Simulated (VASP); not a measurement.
Input of a VASP 6.6.1 run:

INCAR

```
PREC = Accurate
ENCUT = 520
EDIFF = 1E-7
ISMEAR = 0
SIGMA = 0.1
LREAL = False
LASPH = True
NELM = 60
ALGO = Normal
ISIF = 2
LWAVE = False
LCHARG = False
GGA = PE
NBANDS = 20
```

The input KPOINTS:

```
Automatic mesh
0
Gamma
  6 6 2
```

Contents of POSCAR:

```
Se
1.0
    3.4665206236      0.0000000000      0.0000000000
   -1.7332603118      3.0020949227      0.0000000000
    0.0000000000      0.0000000000     10.5127570059
Se
4
Direct
    0.3333333333      0.6666666667      0.1462028309
    0.6666666667      0.3333333333      0.6462028309
    0.3333333333      0.6666666667      0.3537971691
    0.6666666667      0.3333333333      0.8537971691
```

Potentials or basis: VASP PAW PBE potentials, release 64 (Se).

Command:

```bash
$ cat potpaw_PBE.64/Se/POTCAR > POTCAR
$ mpirun -np 1 vasp_std > vasp.out
```

Problem. Estimate the largest force.

Solution. 0.038 eV/Å.

Problem. Estimate the pressure.

Solution. 0.1 GPa.

Problem. Estimate the band gap on the k mesh.

Solution. Zero (bands 12 and 13 overlap by 3.42 eV).

Forces in eV/Å, atoms in the order of the input:
```
Se   0.000  0.000 -0.038
Se   0.000  0.000 -0.038
Se   0.000  0.000  0.038
Se   0.000  0.000  0.038
```

Caveat: this functional lacks dispersion, which holds the molecules together, so the pressure and a relaxed volume are unreliable; this functional lacks dispersion, which binds layers or chains, so the pressure and a relaxed spacing across them are unreliable.
